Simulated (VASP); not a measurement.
# ZrB2 (P6/mmm) in VASP: settings compared, part 2 of 2

VASP 6.6.1. The steps go on from the part before.

### Step 3. Single point, PBE-based screened hybrid with 15 % exact exchange

POSCAR reads:

```
ZrB2
1.0
    3.1700000000      0.0000000000      0.0000000000
   -1.5850000000      2.7453005300      0.0000000000
    0.0000000000      0.0000000000      3.5330000000
Zr B
1 2
Direct
    0.0000000000      0.0000000000      0.0000000000
    0.6666666667      0.3333333333      0.5000000000
    0.3333333333      0.6666666667      0.5000000000
```

INCAR.step1 reads:

```
SYSTEM = ZrB2
PREC = Accurate ; ENCUT = 520
EDIFF = 1E-5 ; ISMEAR = -1
SIGMA = 0.05 ; LREAL = .False.
LASPH = .True. ; NELM = 60
ALGO = Normal ; ISIF = 2
LWAVE = .True. ; LCHARG = .False.
GGA = PE ; NBANDS = 16
```

INCAR.step2 reads:

```
SYSTEM = ZrB2
PREC = Accurate ; ENCUT = 520
EDIFF = 1E-6 ; ISMEAR = -1
SIGMA = 0.05 ; LREAL = .False.
LASPH = .True. ; NELM = 60
ALGO = Normal ; ISIF = 2
LWAVE = .False. ; LCHARG = .False.
GGA = PE ; LHFCALC = .True.
AEXX = 0.15 ; HFSCREEN = 0.2078699
PRECFOCK = Normal ; ISTART = 1
NBANDS = 16
```

KPOINTS reads:

```
Automatic mesh
0
Gamma
  6 6 4
  0 0 0
```

Potentials or basis: VASP PAW PBE potentials, release 64 (Zr_sv, B).

Command:

```sh
cat potpaw_PBE.64/Zr_sv/POTCAR potpaw_PBE.64/B/POTCAR > POTCAR
cp INCAR.step1 INCAR
mpirun -np 1 vasp_std > vasp.out
cp INCAR.step2 INCAR
mpirun -np 1 vasp_std > vasp.out
```

OUTCAR:

```text
SYSTEM = ZrB2
   PREC = Accurate
   ENCUT = 520
   EDIFF = 1E-6
   ISMEAR = -1
   LREAL = .False.
   LASPH = .True.
   NELM = 60
   ISIF = 2
   GGA = PE
   LHFCALC = .True.
   AEXX = 0.15
   HFSCREEN = 0.2078699
   PRECFOCK = Normal
   ISTART = 1

 ion  position               nearest neighbor table
   1  0.000  0.000  0.000-   2 2.54   3 2.54   2 2.54   3 2.54   2 2.54   2 2.54   3 2.54   3 2.54
                             2 2.54   2 2.54   3 2.54   3 2.54
   2  0.667  0.333  0.500-   3 1.83   3 1.83   3 1.83   1 2.54   1 2.54   1 2.54   1 2.54   1 2.54
                             1 2.54
   3  0.333  0.667  0.500-   2 1.83   2 1.83   2 1.83   1 2.54   1 2.54   1 2.54   1 2.54   1 2.54
                             1 2.54

  LATTYP: Found a hexagonal cell.
 ALAT       =     3.1700000000
 C/A-ratio  =     1.1145110410

  Lattice vectors:

 A1 = (   3.1700000000,   0.0000000000,   0.0000000000)
 A2 = (  -1.5850000000,   2.7453005300,   0.0000000000)
 A3 = (   0.0000000000,   0.0000000000,   3.5330000000)

Analysis of symmetry for initial positions (statically):
=====================================================================
 Subroutine PRICEL returns:
 Original cell was already a primitive cell.

 Routine SETGRP: Setting up the symmetry group for a
 hexagonal supercell.

 Subroutine GETGRP returns: Found 24 space group operations
 (whereof 24 operations were pure point group operations)
 out of a pool of 24 trial point group operations.

The static configuration has the point symmetry D_6h.

Analysis of symmetry for dynamics (positions and initial velocities):
=====================================================================
 Subroutine PRICEL returns:
 Original cell was already a primitive cell.

 Routine SETGRP: Setting up the symmetry group for a
 hexagonal supercell.

 Subroutine GETGRP returns: Found 24 space group operations
[... 127 lines left out ...]
   LHFCALC =     T    Hartree Fock is set to
   PRECFOCK=normal    Normal, Fast or Accurate (Low or Medium for compatibility)
   ENCUT4O =  -1.0   cutoff for four orbital integrals eV
   NKREDX  =     1    reduce k-point grid by
   NKREDY  =     1    reduce k-point grid by
   NKREDZ  =     1    reduce k-point grid by
   AEXX    =    0.1500 exact exchange contribution
   HFSCREEN=    0.2079 screening length (either q_TF or 0.3 A-1)
   HFSCREENC=   0.2079 screening length for correlation (either q_TF or 0.3 A-1)
   ENCUTFOCK=  -1.0 apply spherical cutoff to Coloumb kernel
   IVDW    =     0    specifies the selected vdW correction
   LEPSILON=     F    determine dielectric tensor
   LRPA    =     F    only Hartree local field effects (RPA)
 non-spin polarized calculation
  energy-cutoff  :      520.00
  volume of cell :       30.75
 maximum number of plane-waves:       840
 NGX is ok and might be reduce to    24
  NGX = 18; NGY = 18; NGZ = 20

 number of electron      18.0000000 magnetization

 Free energy of the ion-electron system (eV)
  ---------------------------------------------------
  ext. energy  EPLUGINS =         0.00000000
  ---------------------------------------------------
  free energy    TOTEN  =       -26.71819105 eV

  energy without entropy =      -26.71345176  energy(sigma->0) =      -26.71582140

 E-fermi :  10.2422     XC(G=0): -11.0816

 val. band max:        9.8650940657   @ k =   0.3333   0.1667   0.0000
 cond. band min:      10.2970119900   @ k =   0.3333   0.1667   0.0000
 fundamental gap:      0.4319179244
 Fermi energy:        10.2422451452

 k-point     1 :       0.0000    0.0000    0.0000
  band No.  band energies     occupation
      1     -40.2897      2.00000
      2     -17.6712      2.00000
      3     -17.0671      2.00000
      4     -17.0671      2.00000
      5      -3.2936      2.00000
      6       7.6117      2.00000
[... 376 lines left out ...]
      3     -17.7149      2.00000
      4     -17.7149      2.00000
      5       0.9989      2.00000
      6       0.9989      2.00000
[... 8 lines left out ...]
     15      17.6164      0.00000
     16      20.4529      0.00000

------------------------ aborting loop because EDIFF is reached ----------------------------------------

  FORCE on cell =-STRESS in cart. coord.  units (eV):
  Direction    XX          YY          ZZ          XY          YZ          ZX
  --------------------------------------------------------------------------------------
  -------------------------------------------------------------------------------------
  Total       -0.0342522     -0.0342522     -0.4044202      0.0000000      0.0000000     -0.0000000
  in kB       -1.7848672     -1.7848672    -21.0741761      0.0000000      0.0000000     -0.0000000
  external PRESSURE =      -8.2146368 kB  Pullay stress =       0.0000000 kB

 VOLUME and BASIS-vectors are now :
 -----------------------------------------------------------------------------
  energy-cutoff  :      520.00
  volume of cell :       30.75
      direct lattice vectors                 reciprocal lattice vectors
     3.170000000  0.000000000  0.000000000     0.315457413  0.182129422  0.000000000
    -1.585000000  2.745300530  0.000000000     0.000000000  0.364258845  0.000000000
     0.000000000  0.000000000  3.533000000     0.000000000  0.000000000  0.283045570

 POSITION                                       TOTAL-FORCE (eV/Angst)
 -----------------------------------------------------------------------------------
      0.00000      0.00000      0.00000        -0.000000      0.000000      0.000000
      1.58500      0.91510      1.76650        -0.000000      0.000000     -0.000000
     -0.00000      1.83020      1.76650         0.000000     -0.000000      0.000000
 -----------------------------------------------------------------------------------
    total drift:                                0.000000      0.000000     -0.000000

  FREE ENERGIE OF THE ION-ELECTRON SYSTEM (eV)
  ---------------------------------------------------
  free  energy   TOTEN  =       -26.7181910485 eV

  energy  without entropy=      -26.7134517604  energy(sigma->0) =      -26.71582140
```

OUTCAR.step1:

```text
SYSTEM = ZrB2
   PREC = Accurate
   ENCUT = 520
   EDIFF = 1E-5
   ISMEAR = -1
   LREAL = .False.
   LASPH = .True.
[... 621 lines left out ...]
      0.00000      0.00000      0.00000         0.000000      0.000000      0.000000
      1.58500      0.91510      1.76650        -0.000000     -0.000000      0.000000
     -0.00000      1.83020      1.76650         0.000000      0.000000      0.000000
 -----------------------------------------------------------------------------------
    total drift:                               -0.000000      0.000000      0.000000

  FREE ENERGIE OF THE ION-ELECTRON SYSTEM (eV)
  ---------------------------------------------------
  free  energy   TOTEN  =       -24.9324124892 eV

  energy  without entropy=      -24.9275020662  energy(sigma->0) =      -24.92995728
```

OSZICAR.step1:

```text
N       E                     dE             d eps       ncg     rms          rms(c)
DAV:   1     0.102553451665E+03    0.10255E+03   -0.96747E+03   672   0.112E+03
DAV:   2    -0.235604336991E+02   -0.12611E+03   -0.11946E+03   872   0.292E+02
DAV:   3    -0.275652553861E+02   -0.40048E+01   -0.39713E+01  1016   0.439E+01
DAV:   4    -0.276274584472E+02   -0.62203E-01   -0.62187E-01   848   0.479E+00
DAV:   5    -0.276282365362E+02   -0.77809E-03   -0.77807E-03  1000   0.436E-01    0.214E+01
DAV:   6    -0.249718552734E+02    0.26564E+01   -0.60912E+00   840   0.162E+01    0.864E+00
DAV:   7    -0.249334778780E+02    0.38377E-01   -0.57094E-01   912   0.476E+00    0.331E+00
DAV:   8    -0.249342482406E+02   -0.77036E-03   -0.68789E-02   832   0.210E+00    0.385E-01
DAV:   9    -0.249325034412E+02    0.17448E-02   -0.94272E-03   840   0.716E-01    0.165E-01
DAV:  10    -0.249324044121E+02    0.99029E-04   -0.76652E-04   784   0.254E-01    0.322E-02
DAV:  11    -0.249324124892E+02   -0.80771E-05   -0.34863E-05   824   0.557E-02
   1 F= -.24932412E+02 E0= -.24929957E+02  d E =-.491042E-02
```

Wall time 16 min (1 thread of Intel Xeon Platinum 8375C at 2.90GHz (Ice Lake), shared host); peak memory 0.26 GiB.

Results:

| Property | Result |
| --- | --- |
| Free energy | -26.7182 eV |
| Pressure | -0.8 GPa |
| Band gap on the k mesh | zero (bands 9 and 10 overlap by 0.73 eV) |

Stress tensor (GPa, compression positive):
```
-0.18  0.00  0.00
 0.00 -0.18  0.00
 0.00  0.00 -2.11
```

Caveat: the k points lie up to 0.44 Å⁻¹ apart, too coarse for converged energies and pressures of a metal; the PAW data sets were made with another functional, which shifts forces and pressure a little.

### Step 4. Relaxation of cell and atoms, r2SCAN+U

POSCAR is that of step 3.

INCAR.step1 reads:

```
  PREC = Accurate
  ENCUT = 600
  ISMEAR = -1
  SIGMA = 0.05
  LREAL = F
  LASPH = T
  NELM = 150
  LMAXMIX = 4
  LDAU = T
  LDAUTYPE = 2
  LDAUL = 2 -1
  LDAUU = 4 0
  LDAUJ = 0 0
  GGA = PE
  ALGO = Normal
  EDIFF = 1E-4
  LWAVE = T
  LCHARG = F
```

INCAR.step2 reads:

```
  PREC = Accurate
  ENCUT = 600
  EDIFF = 1E-6
  ISMEAR = -1
  SIGMA = 0.05
  LREAL = F
  LASPH = T
  NELM = 150
  ALGO = Normal
  ISIF = 3
  LWAVE = F
  LCHARG = F
  LMAXMIX = 4
  LDAU = T
  LDAUTYPE = 2
  LDAUL = 2 -1
  LDAUU = 4 0
  LDAUJ = 0 0
  LDAUPRINT = 1
  METAGGA = R2SCAN
  LMIXTAU = T
  IBRION = 2
  NSW = 60
  EDIFFG = -0.01
  ISTART = 1
```

KPOINTS reads:

```
regular mesh
0
Gamma
  10 10 8
```

Command:

```sh
cat potpaw_PBE.64/Zr_sv/POTCAR potpaw_PBE.64/B/POTCAR > POTCAR
cp INCAR.step1 INCAR
mpirun -np 1 vasp_std > vasp.out
cp INCAR.step2 INCAR
mpirun -np 1 vasp_std > vasp.out
```

Wall time 8.5 min (1 thread of AMD EPYC 7R13 (Zen 3), shared host); peak memory 0.17 GiB.

It converged, with:

```
Free energy                           : -37.8897 eV
Relaxed volume                        : 10.69 Å³/atom
Relaxed cell                          : a = 3.198 Å, b = 3.198 Å, c = 3.622 Å, α = 90.00°, β = 90.00°, γ = 120.00°
Space group after relaxing (to 0.1 Å) : P6/mmm (No. 191)
Energy gained by relaxing             : 15.1 meV/atom
Ionic steps                           : 7
Pressure after relaxing               : -0.1 GPa
Band gap on the k mesh                : zero (bands 9 and 10 overlap by 1.13 eV)
```

Step by step:
```tsv
step	energy change (eV)	largest force (eV/Å)	pressure (GPa)	volume (Å³)
1	0.0000	0.0000	10.28	30.75
2	0.0156	0.0000	-10.92	33.76
3	-0.0433	0.0000	-0.43	32.10
4	-0.0433	0.0000	-0.25	32.07
5	-0.0453	0.0000	0.13	32.04
6	-0.0453	0.0000	0.13	32.04
7	-0.0453	0.0000	-0.11	32.07
```

Final structure:
```xyz
3
Lattice="3.1978 0.0000 0.0000 -1.5989 2.7694 0.0000 0.0000 0.0000 3.6219" Properties=species:S:1:pos:R:3 pbc="T T T"
Zr   -1.5989    2.7694    0.0000
B     1.5989    0.9231    1.8109
B     0.0000    1.8462    1.8109
```

Levels at points of the mesh, in eV from the Fermi level:
```csv
k point,band 5,band 6,band 7,band 8,band 9,band 10,band 11,band 12,band 13
"(0.00, 0.00, 0.00)",-13.78,-3.13,-2.66,-2.66,-2.64,3.88,3.88,4.23,4.23
"(0.50, 0.00, 0.00)",-9.60,-9.51,-4.08,-3.48,-2.59,1.81,2.70,5.17,5.33
"(0.00, 0.00, 0.50)",-11.92,-7.77,-1.19,-1.19,0.68,0.68,1.05,1.05,1.93
"(0.50, 0.00, 0.50)",-10.59,-7.84,-4.75,-4.36,-2.80,3.72,3.93,5.68,6.26
```

Eigenvalues of the final occupation matrices:
| site | spin | trace | eigenvalues |
| --- | --- | --- | --- |
| site 1 d | 1 | 0.76 | 0.14 0.15 0.15 0.17 0.17 |
| site 1 d | 2 | 0.76 | 0.14 0.15 0.15 0.17 0.17 |

Caveat: the PAW data sets were made with another functional, which shifts forces and pressure a little; U without spin polarisation on a metal has little footing; the U is typed as a test and isn't derived for this compound. Zero-point motion and thermal expansion aren't in these numbers.

### Step 5. Overview

```tsv
task	level	U	cell	k mesh	cutoff (eV)	grid for exact exchange (PRECFOCK)	share of exact exchange	screening parameter	gap on the mesh (eV)	pressure (GPa)
single point	PBE-based screened hybrid with 10 % exact exchange	-	as given	6 × 6 × 4	520	Normal	0.1	0.20787 1/Å	none	-0.2
single point	PBE-based screened hybrid with 15 % exact exchange	-	as given	6 × 6 × 4	520	Normal	0.15	0.20787 1/Å	none	-0.8
relaxation of cell and atoms	r2SCAN+U	Zr d U = 4.0 eV	relaxed	10 × 10 × 8	600	-	-	-	none	-0.1
```

Alike in all rows: potentials or basis VASP PAW PBE potentials, release 64 (Zr_sv, B); no spin polarisation; smearing fermi-dirac 0.05 eV.

Caveats: some runs use coarse meshes; the PAW data sets were made with another functional, which shifts forces and pressure a little; U without spin polarisation on a metal has little footing (at least some runs); the U is typed as a test and isn't derived for this compound (at least some runs).

Absolute energies hang on the potentials; compare differences alone.
